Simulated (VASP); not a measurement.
Wanted: the native input for a VASP 6.6.1 run.

```
Task                    : density of states
Functional              : PBE
Potentials or basis     : VASP PAW PBE potentials, release 64 (Re, P)
Cutoff                  : 520 eV
k mesh                  : 14 × 14 × 8
Occupations             : gaussian, width 0.1 eV
Spin                    : no spin polarisation
Dipole correction       : no
k mesh for the DOS      : 21 × 21 × 12
Occupations for the DOS : tetrahedron
Further INCAR settings  : ALGO = Normal; EDIFF = 1e-06; NBANDS = 16
```

ReP2:

```
Re P
1.0
     3.06481    0.00000    0.00000
     0.00000    3.06481    0.00000
     0.00000    0.00000    5.47692
Re P
1 2
Direct
  0.00000 0.00000 0.00000
  0.50000 0.00000 0.31360
  0.00000 0.50000 0.68640
```

One way to write it, as run:

POSCAR

```
ReP2
1.0
    3.0648105658      0.0000000000      0.0000000000
    0.0000000000      3.0648105658      0.0000000000
    0.0000000000      0.0000000000      5.4769166691
Re P
1 2
Direct
    0.0000000000      0.0000000000      0.0000000000
    0.5000000000      0.0000000000      0.3136019040
    0.0000000000      0.5000000000      0.6863980960
```

INCAR.step1

```
PREC = Accurate
ENCUT = 520
EDIFF = 1E-6
ISMEAR = 0
SIGMA = 0.1
LREAL = False
LASPH = True
NELM = 100
ALGO = Normal
ISIF = 2
LWAVE = False
LCHARG = True
LMAXMIX = 4
GGA = PE
NBANDS = 16
```

KPOINTS.step1

```
regular mesh
0
Gamma
  14 14 8
```

INCAR.step2

```
PREC = Accurate
ENCUT = 520
EDIFF = 1E-6
ISMEAR = -5
SIGMA = 0.1
LREAL = False
LASPH = True
NELM = 100
ALGO = Normal
ISIF = 2
LWAVE = False
LCHARG = False
LMAXMIX = 4
GGA = PE
LORBIT = 11
NBANDS = 16
NEDOS = 1001
ICHARG = 11
```

KPOINTS.step2

```
regular mesh
0
Gamma
  21 21 12
```

Potentials or basis: VASP PAW PBE potentials, release 64 (Re, P).

Launch:

```console
$ cat potpaw_PBE.64/Re/POTCAR potpaw_PBE.64/P/POTCAR > POTCAR
$ cp INCAR.step1 INCAR
$ cp KPOINTS.step1 KPOINTS
$ mpirun -np 1 vasp_std > vasp.out
$ cp INCAR.step2 INCAR
$ cp KPOINTS.step2 KPOINTS
$ mpirun -np 1 vasp_std > vasp.out
```

Results of the run:

The valence electrons inside the program's atomic spheres are Re 6.18; P 2.43.

Caveat: spin-orbit coupling is left out, which moves the levels of the heavy elements.

Run time: 110 s on 1 thread of Intel(R) Xeon(R) 6975P-C (Granite Rapids), on a shared host, peak memory 0.46 GiB.
